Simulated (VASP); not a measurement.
# LiSb7 (P-6m2) in VASP: single point with PBE

Aim: the single point of LiSb7 with PBE.

Program: VASP 6.6.1. These are calculated values, not measurements. Logs are shortened: lines on timing, memory, paths and dates and some standing lists are left out, and cuts for length are marked.

**1. The cell of the first run**

Symmetry: P-6m2, No. 187, hexagonal system. The conventional cell has a = 6.671 Å, b = 6.671 Å, c = 5.643 Å, α = 90.00°, β = 90.00°, γ = 120.00°. Within 4.4 Å of Li (site symmetry -6m2) lie 12 Sb at 3.32 to 3.34 Å. Sb (site symmetry mm2) has 10 Sb at 3.09 to 3.58 Å and 2 Li at 3.34 Å within 4.1 Å. Sb (site symmetry mm2) has 10 Sb at 3.04 to 3.63 Å and 2 Li at 3.32 Å within 4.0 Å. Sb (site symmetry -6m2) has 12 Sb at 3.34 Å within 4.4 Å.

The cell was built from a structure type or drawn by symmetry, and may not be a known phase.

**2. Single point, PBE**

Contents of INCAR:

```
SYSTEM = LiSb7
ALGO = Fast
EDIFF = 1E-6
ENCUT = 520
GGA = PE
ISIF = 2
ISMEAR = 0
LASPH = .True.
LCHARG = .False.
LREAL = .False.
LWAVE = .False.
NBANDS = 29
NELM = 100
PREC = Accurate
SIGMA = 0.1
```

Contents of KPOINTS:

```
k-points
0
Gamma
  9 9 8
  0 0 0
```

Contents of POSCAR:

```
LiSb7
1.0
    6.6708705907      0.0000000000      0.0000000000
   -3.3354352953      5.7771433969      0.0000000000
    0.0000000000      0.0000000000      5.6425851999
Li Sb
1 7
Direct
    0.0000000000      0.0000000000      0.5000000000
    0.9757411320      0.4878705660      0.5000000000
    0.5121294340      0.4878705660      0.5000000000
    0.5121294340      0.0242588680      0.5000000000
    0.1517033222      0.3034066443      0.0000000000
    0.1517033222      0.8482966778      0.0000000000
    0.6965933557      0.8482966778      0.0000000000
    0.6666666667      0.3333333333      0.0000000000
```

Potentials or basis: VASP PAW PBE potentials, release 64 (Li_sv, Sb).

Started as:

```bash
> cat potpaw_PBE.64/Li_sv/POTCAR potpaw_PBE.64/Sb/POTCAR > POTCAR
> mpirun -np 1 vasp_std > vasp.out
```

OUTCAR:

```text
SYSTEM = LiSb7
   EDIFF = 1E-6
   ENCUT = 520
   GGA = PE
   ISIF = 2
   ISMEAR = 0
   LASPH = .True.
   LREAL = .False.
   NELM = 100
   PREC = Accurate

 ion  position               nearest neighbor table
   1  0.000  0.000  0.500-
   2  0.976  0.488  0.500-   3 3.09   4 3.09   8 3.34   8 3.34   6 3.51   6 3.51   5 3.51   5 3.51
                             3 3.58   4 3.58
   3  0.512  0.488  0.500-   4 3.09   2 3.09   8 3.34   8 3.34   7 3.51   7 3.51   5 3.51   5 3.51
                             4 3.58   2 3.58
   4  0.512  0.024  0.500-   3 3.09   2 3.09   8 3.34   8 3.34   6 3.51   6 3.51   7 3.51   7 3.51
                             3 3.58   2 3.58
   5  0.152  0.303  0.000-   6 3.04   7 3.04   8 3.34   8 3.34   3 3.51   3 3.51   2 3.51   2 3.51
                             6 3.63   7 3.63
   6  0.152  0.848  0.000-   5 3.04   7 3.04   8 3.34   8 3.34   2 3.51   2 3.51   4 3.51   4 3.51
                             5 3.63   7 3.63
   7  0.697  0.848  0.000-   6 3.04   5 3.04   8 3.34   8 3.34   3 3.51   3 3.51   4 3.51   4 3.51
                             6 3.63   5 3.63
   8  0.667  0.333  0.000-   4 3.34   4 3.34   2 3.34   2 3.34   3 3.34   3 3.34   7 3.34   7 3.34
                             5 3.34   5 3.34   6 3.34   6 3.34

  LATTYP: Found a hexagonal cell.
 ALAT       =     6.6708705907
 C/A-ratio  =     0.8458543938

  Lattice vectors:

 A1 = (   6.6708705907,   0.0000000000,   0.0000000000)
 A2 = (  -3.3354352953,   5.7771433969,   0.0000000000)
 A3 = (   0.0000000000,   0.0000000000,   5.6425851999)

Analysis of symmetry for initial positions (statically):
=====================================================================
 Subroutine PRICEL returns:
 Original cell was already a primitive cell.

 Routine SETGRP: Setting up the symmetry group for a
 hexagonal supercell.

 Subroutine GETGRP returns: Found 12 space group operations
 (whereof 12 operations were pure point group operations)
 out of a pool of 24 trial point group operations.

The static configuration has the point symmetry D_3h.

Analysis of symmetry for dynamics (positions and initial velocities):
=====================================================================
 Subroutine PRICEL returns:
 Original cell was already a primitive cell.

 Routine SETGRP: Setting up the symmetry group for a
 hexagonal supercell.

 Subroutine GETGRP returns: Found 12 space group operations
 (whereof 12 operations were pure point group operations)
 out of a pool of 24 trial point group operations.

The dynamic configuration has the point symmetry D_3h.

 Subroutine INISYM returns: Found 12 space group operations
 (whereof 12 operations are pure point group operations),
 and found     1 'primitive' translations

----------------------------------------------------------------------------------------

                                     Primitive cell

  volume of cell :     217.4572

  direct lattice vectors                    reciprocal lattice vectors
     6.670870591  0.000000000  0.000000000     0.149905471  0.086547964  0.000000000
    -3.335435295  5.777143397  0.000000000     0.000000000  0.173095928  0.000000000
     0.000000000  0.000000000  5.642585200     0.000000000  0.000000000  0.177223731

  length of vectors
     6.670870591  6.670870591  5.642585200     0.173095928  0.173095928  0.177223731

  position of ions in fractional coordinates (direct lattice)
     0.000000000  0.000000000  0.500000000
     0.975741132  0.487870566  0.500000000
     0.512129434  0.487870566  0.500000000
     0.512129434  0.024258868  0.500000000
     0.151703322  0.303406644  0.000000000
     0.151703322  0.848296678  0.000000000
     0.696593356  0.848296678  0.000000000
     0.666666667  0.333333333  0.000000000

  ion indices of the primitive-cell ions
   primitive index   ion index
                 1           1
                 2           2
                 3           3
                 4           4
                 5           5
                 6           6
                 7           7
                 8           8

----------------------------------------------------------------------------------------

 KPOINTS: k-points

Automatic generation of k-mesh.
 Grid dimensions read from file:
 generate k-points for:    9    9    8

 Generating k-lattice:

  Cartesian coordinates                     Fractional coordinates (reciprocal lattice)
     0.016656163  0.009616440  0.000000000     0.111111111  0.000000000  0.000000000
     0.000000000  0.019232881  0.000000000     0.000000000  0.111111111  0.000000000
     0.000000000  0.000000000  0.022152966     0.000000000  0.000000000  0.125000000

  Length of vectors
     0.019232881  0.019232881  0.022152966

  Shift w.r.t. Gamma in fractional coordinates (k-lattice)
     0.000000000  0.000000000  0.000000000

 Subroutine IBZKPT returns following result:
 ===========================================

 Found     60 irreducible k-points:

 Following reciprocal coordinates:
            Coordinates               Weight
  0.000000  0.000000  0.000000      1.000000
  0.111111  0.000000  0.000000      6.000000
  0.222222 -0.000000  0.000000      6.000000
  0.333333  0.000000  0.000000      6.000000
  0.444444 -0.000000  0.000000      6.000000
  0.111111  0.111111  0.000000      6.000000
[... 16 lines left out ...]
  0.333333  0.222222  0.125000     24.000000
  0.333333  0.333333  0.125000      4.000000
 [... further k-points ...]
   k-points           NKPTS =     60   k-points in BZ     NKDIM =     60   number of bands    NBANDS=     29
   number of dos      NEDOS =    301   number of ions     NIONS =      8
   total plane-waves  NPLWV = 105000
   dimension x,y,z NGX =    50 NGY =   50 NGZ =   42
   dimension x,y,z NGXF=   100 NGYF=  100 NGZF=   84
   ions per type =               1   7
   NGX,Y,Z   is equivalent  to a cutoff of  12.46, 12.46, 12.37 a.u.
   NGXF,Y,Z  is equivalent  to a cutoff of  24.92, 24.92, 24.75 a.u.
 SYSTEM =  LiSb7
   PREC   = accura    normal or accurate (medium, high low for compatibility)
   ISTART =      0    job   : 0-new  1-cont  2-samecut
   ICHARG =      2    charge: 1-file 2-atom 10-const
   ISPIN  =      1    spin polarized calculation?
   LNONCOLLINEAR =      F non collinear calculations
   LSORBIT =      F    spin-orbit coupling
   LASPH  =      T    aspherical Exc in radial PAW
   ENCUT  =  520.0 eV  38.22 Ry    6.18 a.u.  12.40 12.40 10.49*2*pi/ulx,y,z
   NELM   =    100;   NELMIN=  2; NELMDL= -5     # of ELM steps
   EDIFF  = 0.1E-05   stopping-criterion for ELM
   LREAL  =      F    real-space projection
   EDIFFG = 0.1E-04   stopping-criterion for IOM
   NSW    =      0    number of steps for IOM
   IBRION =     -1    ionic relax: 0-MD 1-quasi-New 2-CG
   NFREE  =      0    steps in history (QN), initial steepest desc. (CG)
   ISIF   =      2    stress and relaxation
   ISYM   =      2    0-nonsym 1-usesym 2-fastsym
   POTIM  = 0.5000    time-step for ionic-motion
   TEBEG  =    0.0;   TEEND  =   0.0 temperature during run
   PSTRESS=    0.0 pullay stress
   NELECT =      38.0000    total number of electrons
   NUPDOWN=      -1.0000    fix difference up-down
   EMIN   =  10.00;   EMAX   =-10.00  energy-range for DOS
   EFERMI =   0.00;   METHOD = LEGACY
   ISMEAR =     0;   SIGMA  =   0.10  broadening in eV -4-tet -1-fermi 0-gaus
   EFERMI_NEDOS =   21; number of points for ismear=-14 and -15
   IALGO  =     68    algorithm
   IMIX   =      4    mixing-type and parameters
     AMIX     =   0.40;   BMIX     =  1.00
     AMIX_MAG =   1.60;   BMIX_MAG =  1.00
  volume/ion in A,a.u.               =      27.18       183.43
  Fermi-wavevector in a.u.,A,eV,Ry     =   0.915261  1.729592 11.397627  0.837702
  Thomas-Fermi vector in A             =   2.039982
   LORBIT       =      0    0 simple, 1 ext, 2 COOP (PROOUT), +10 PAW based schemes
   GGA     = PE    functional components
   LHFCALC =     F    Hartree Fock is set to
   AEXX    =    0.0000 exact exchange contribution
   IVDW    =     0    specifies the selected vdW correction
   LEPSILON=     F    determine dielectric tensor
   LRPA    =     F    only Hartree local field effects (RPA)
 non-spin polarized calculation
 RMM-DIIS sequential band-by-band and
 Gauss-broadening in eV      SIGMA  =   0.10
  energy-cutoff  :      520.00
  volume of cell :      217.46
 maximum number of plane-waves:      5883
 NGX is ok and might be reduce to    50
   NGX = 25   NGY = 25   NGZ = 21

 number of electron      38.0000010 magnetization

 Free energy of the ion-electron system (eV)
  ---------------------------------------------------
  ext. energy  EPLUGINS =         0.00000000
  ---------------------------------------------------
  free energy    TOTEN  =       -29.96134911 eV

  energy without entropy =      -29.94555049  energy(sigma->0) =      -29.95344980

 E-fermi :   7.2819     XC(G=0):  -9.7088

 val. band max:        7.2467369627   @ k =   0.1111   0.1111   0.0000
 cond. band min:       7.2852218837   @ k =   0.3333   0.3333   0.0000
 fundamental gap:      0.0384849210
 Fermi energy:         7.2818810012

 k-point     1 :       0.0000    0.0000    0.0000
  band No.  band energies     occupation
      1     -39.8884      2.00000
      2      -5.2489      2.00000
      3      -2.6391      2.00000
      4      -1.5050      2.00000
      5      -1.5050      2.00000
      6      -1.0768      2.00000
[... 21 lines left out ...]
     28      11.2333      0.00000
     29      12.0975      0.00000

 k-point     2 :       0.1111    0.0000    0.0000
  band No.  band energies     occupation
      1     -39.8884      2.00000
      2      -5.2000      2.00000
      3      -2.6957      2.00000
      4      -1.7682      2.00000
      5      -1.6049      2.00000
      6      -1.1379      2.00000
[... 21 lines left out ...]
     28      11.1493      0.00000
     29      11.8306      0.00000

 k-point     3 :       0.2222   -0.0000    0.0000
  band No.  band energies     occupation
      1     -39.8884      2.00000
      2      -5.0558      2.00000
      3      -2.9422      2.00000
      4      -2.0883      2.00000
      5      -1.7842      2.00000
      6      -1.1729      2.00000
[... 638 lines left out ...]
      5      -1.5041      2.00000
      6      -1.0419      2.00000
[... 21 lines left out ...]
     28      10.6034      0.00000
     29      10.9984      0.00000

 k-point    24 :       0.3333    0.3333    0.1250
  band No.  band energies     occupation
      1     -39.8884      2.00000
      2      -4.3008      2.00000
      3      -3.6490      2.00000
      4      -3.2156      2.00000
      5      -1.4127      2.00000
      6      -0.9217      2.00000
[... 21 lines left out ...]
     28      10.5021      0.00000
     29      10.9529      0.00000

 [... further k-points ...]
[... 5 lines left out ...]
  --------------------------------------------------------------------------------------
  -------------------------------------------------------------------------------------
  Total       -0.0663931     -0.0663931     -0.1050061     -0.0000000      0.0000000      0.0000000
  in kB       -0.4891700     -0.4891700     -0.7736618     -0.0000000      0.0000000      0.0000000
  external PRESSURE =      -0.5840006 kB  Pullay stress =       0.0000000 kB

 VOLUME and BASIS-vectors are now :
 -----------------------------------------------------------------------------
  energy-cutoff  :      520.00
  volume of cell :      217.46
      direct lattice vectors                 reciprocal lattice vectors
     6.670870591  0.000000000  0.000000000     0.149905471  0.086547964  0.000000000
    -3.335435295  5.777143397  0.000000000     0.000000000  0.173095928  0.000000000
     0.000000000  0.000000000  5.642585200     0.000000000  0.000000000  0.177223731

 POSITION                                       TOTAL-FORCE (eV/Angst)
 -----------------------------------------------------------------------------------
      0.00000      0.00000      2.82129         0.000000     -0.000000     -0.000000
      4.88178      2.81850      2.82129         0.012074      0.006971     -0.000000
      1.78909      2.81850      2.82129        -0.012074      0.006971     -0.000000
      3.33544      0.14015      2.82129        -0.000000     -0.013942      0.000000
      0.00000      1.75282      0.00000         0.000000      0.014304      0.000000
     -1.81745      4.90073      0.00000         0.012387     -0.007152     -0.000000
      1.81745      4.90073      0.00000        -0.012387     -0.007152     -0.000000
      3.33544      1.92571      0.00000         0.000000     -0.000000     -0.000000
 -----------------------------------------------------------------------------------
    total drift:                               -0.000000      0.000000      0.000000

  FREE ENERGIE OF THE ION-ELECTRON SYSTEM (eV)
  ---------------------------------------------------
  free  energy   TOTEN  =       -29.9613491086 eV

  energy  without entropy=      -29.9455504856  energy(sigma->0) =      -29.95344980
```

Run time: 7 min. Hardware: 1 thread of Intel Xeon Platinum 8488C (Sapphire Rapids), shared host; peak memory 0.49 GiB.

Results:

```
Free energy            : -29.9613 eV
Largest force          : 0.014 eV/Å
Band gap on the k mesh : zero (bands 19 and 20 overlap by 2.08 eV)
```

Forces in eV/Å, atoms in the order of the input:
```
Li   0.000  0.000  0.000
Sb   0.012  0.007  0.000
Sb  -0.012  0.007  0.000
Sb   0.000 -0.014  0.000
Sb   0.000  0.014  0.000
Sb   0.012 -0.007  0.000
Sb  -0.012 -0.007  0.000
Sb   0.000  0.000  0.000
```

Caveat: the cutoff is under 1.25 times the usual one of these potentials, so pressure, stress and relaxed cells hold a basis-set (Pulay) error; spin-orbit coupling is left out, which moves the levels of the heavy elements.
